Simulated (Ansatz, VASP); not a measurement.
## ZnSe: VASP beside Ansatz

File INCAR:

```
ALGO = Normal
EDIFF = 1E-6
ENCUT = 500
GGA = CA
GGA_COMPAT = F
ISIF = 2
ISMEAR = 0
LASPH = T
LCHARG = T
LELF = T
LREAL = F
LVHAR = T
LWAVE = F
NBANDS = 16
NELM = 120
PREC = Accurate
SIGMA = 0.02
```

File KPOINTS:

```
k-points
0
Gamma
  8 8 8
```

File POSCAR:

```
ZnSe
1.0
    0.0000000000      2.7836602963      2.7836602963
    2.7836602963      0.0000000000      2.7836602963
    2.7836602963      2.7836602963      0.0000000000
Zn Se
1 1
Direct
    0.0000000000      0.0000000000      0.0000000000
    0.2500000000      0.2500000000      0.2500000000
```

Input for Ansatz:

```yaml
crystal:
  lattice:
    - [0.0, 2.7836602963, 2.7836602963]
    - [2.7836602963, 0.0, 2.7836602963]
    - [2.7836602963, 2.7836602963, 0.0]
  atoms:
    - { symbol: Zn, position: [0.0, 0.0, 0.0] }
    - { symbol: Se, position: [0.25, 0.25, 0.25] }
basis:
  ecutwfc: 420
kpoints:
  mp_grid: { grid: [8, 8, 8] }
  band_path:
    path:
      - [[0.0, 0.0, 0.0], [-0.5, -0.5, 0.0], [-0.375, -0.375, 0.25]]
      - [[-0.375, 0.0, 0.375], [0.0, 0.0, 0.0], [0.0, 0.0, 0.5], [-0.5, -0.25, 0.25], [-0.5, -0.5, 0.0]]
    npoints: 10
hamiltonian:
  xc: lda
  pseudopotentials: { kind: paw, azcp: { folder: soft_1 } }
scf:
  occupations: { method: gaussian, width: 0.02 }
  n_extra_bands: 7
output:
  forces: true
  stress: true
  eigenvalues: true
```

Alike in both runs: task single point; functional LDA; k mesh 8 × 8 × 8; occupations gaussian, width 0.02 eV; no spin polarisation.

|  | VASP | Ansatz |
| --- | --- | --- |
| version | VASP 6.6.1 | Ansatz 0.2.0 |
| potentials or method | VASP PAW LDA potentials, release 64 (Zn, Se), cutoff 500 eV | scalar-relativistic, plane waves, PAW |
| valence electrons in the cell | 18 | 28 |

VASP gave:

* gap on the k mesh at the Fermi level (eV): 1.29
* least direct gap on the mesh (eV): 1.29
* pressure (GPa): 0.4

Problem. Estimate Ansatz's values.

Solution. gap on the k mesh at the Fermi level (eV): 1.25; least direct gap on the mesh (eV): 1.25; pressure (GPa): 0.0.

Ansatz warns that its potentials were made for another functional, while VASP's fit it. LDA's correlation is that of Perdew and Zunger in VASP and of Perdew and Wang (1992) in Ansatz. VASP's potentials hold 18 valence electrons a cell and Ansatz's 28, so a difference there can come from the potentials and not from the codes.
